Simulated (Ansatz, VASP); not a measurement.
## Ti: VASP beside Ansatz

```
Ti
1.0
     0.00000    2.02493    2.03000
     2.03507    0.00000    2.03000
     2.03507    2.02493    0.00000
Ti
1
Direct
  0.00000 0.00000 0.00000
```

Change from the starting cell: strain +0.0025 x Voigt [1, -1, 0, 0, 0, 0], atoms carried along.

Alike in both runs: task single point; functional PBEsol; k mesh 10 × 10 × 10; occupations gaussian, width 0.15 eV; no spin polarisation.

|  | VASP | Ansatz |
| --- | --- | --- |
| version | VASP 6.6.1 | Ansatz 0.2.0 |
| potentials or method | VASP PAW PBE potentials, release 64 (Ti_sv), cutoff 520 eV | scalar-relativistic, plane waves, PAW |
| valence electrons in the cell | 12 | 12 |

Ansatz gave:

```
gap on the k mesh at the Fermi level (eV)                     : none
pressure (GPa)                                                : -0.4
traceless stress, the component that is largest in VASP (GPa) : 0.12
```

Task: Which values does VASP return?

Result: gap on the k mesh at the Fermi level (eV): none; pressure (GPa): -0.6; traceless stress, the component that is largest in VASP (GPa): 0.12.

VASP's potentials were made for PBE, not for PBEsol. A gap of «none» marks a metal or a gap that the smearing closes.
